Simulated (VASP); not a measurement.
A run of VASP 6.6.1:

The input INCAR:

```
ALGO = Normal
EDIFF = 1E-7
ENCUT = 520
ISIF = 2
ISMEAR = -1
LASPH = T
LCHARG = T
LELF = T
LREAL = F
LVHAR = T
LWAVE = F
NBANDS = 35
NELM = 80
PREC = Accurate
SIGMA = 0.05
```

The input KPOINTS:

```
k-points
0
Gamma
  10 10 3
```

File POSCAR:

```
WS2
1.0
    3.1800000000      0.0000000000      0.0000000000
   -1.5900000000      2.7539607840      0.0000000000
    0.0000000000      0.0000000000     12.5000000000
W S
2 4
Direct
    0.6666666667      0.3333333333      0.7500000000
    0.3333333333      0.6666666667      0.2500000000
    0.6666666667      0.3333333333      0.3750000000
    0.3333333333      0.6666666667      0.8750000000
    0.6666666667      0.3333333333      0.1250000000
    0.3333333333      0.6666666667      0.6250000000
```

Potentials or basis: VASP PAW LDA potentials, release 64 (W_sv, S).

Run with:

```sh
$ cat potpaw_LDA.64/W_sv/POTCAR potpaw_LDA.64/S/POTCAR > POTCAR
$ mpirun -np 1 vasp_std > vasp.out
```

Hardware: 1 thread of Intel(R) Xeon(R) 6975P-C (Granite Rapids), on a shared host.

Q: Estimate the wall time of this run.

A: It took 72 s on 1 thread of Intel(R) Xeon(R) 6975P-C (Granite Rapids), on a shared host, peak memory 0.23 GiB. Counts: scf iterations 16, k points 28.
